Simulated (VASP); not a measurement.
Write the native input for VASP 6.6.1 that does the following.

```
Task                   : single point
Functional             : PBE
Potentials or basis    : VASP PAW PBE potentials, release 64 (Zr_sv, Ti_sv)
Cutoff                 : 520 eV
k mesh                 : 4 × 4 × 4
Occupations            : gaussian, width 0.1 eV
Spin                   : no spin polarisation
Dipole correction      : no
Further INCAR settings : ALGO = Fast; EDIFF = 1e-06; NBANDS = 32
```

The structure of Zr3Ti lies in POSCAR:

```
Zr3Ti
1.0
    4.4331357810      0.0000000000      0.0000000000
    0.0000000000      4.4331357810      0.0000000000
    0.0000000000      0.0000000000      4.4331357810
Zr Ti
3 1
Direct
    0.0000000000      0.5000000000      0.5000000000
    0.5000000000      0.0000000000      0.5000000000
    0.5000000000      0.5000000000      0.0000000000
    0.0000000000      0.0000000000      0.0000000000
```

The input as run:

INCAR

```
  PREC = Accurate
  ENCUT = 520
  EDIFF = 1E-6
  ISMEAR = 0
  SIGMA = 0.1
  LREAL = F
  LASPH = T
  NELM = 100
  ALGO = Fast
  ISIF = 2
  LWAVE = F
  LCHARG = F
  GGA = PE
  NBANDS = 32
```

KPOINTS

```
Automatic mesh
0
Gamma
  4 4 4
```

Potentials or basis: VASP PAW PBE potentials, release 64 (Zr_sv, Ti_sv).

Launch:

```console
$ cat potpaw_PBE.64/Zr_sv/POTCAR potpaw_PBE.64/Ti_sv/POTCAR > POTCAR
$ mpirun -np 1 vasp_std > vasp.out
```

It gave:

| Quantity | Value |
| --- | --- |
| Pressure | 0.0 GPa |
| Band gap on the k mesh | zero (bands 24 and 25 overlap by 1.28 eV) |

Wall time 3.2 min on 1 thread of Oxide Virtual Turin-like Processor, on a shared host, peak memory 0.17 GiB.
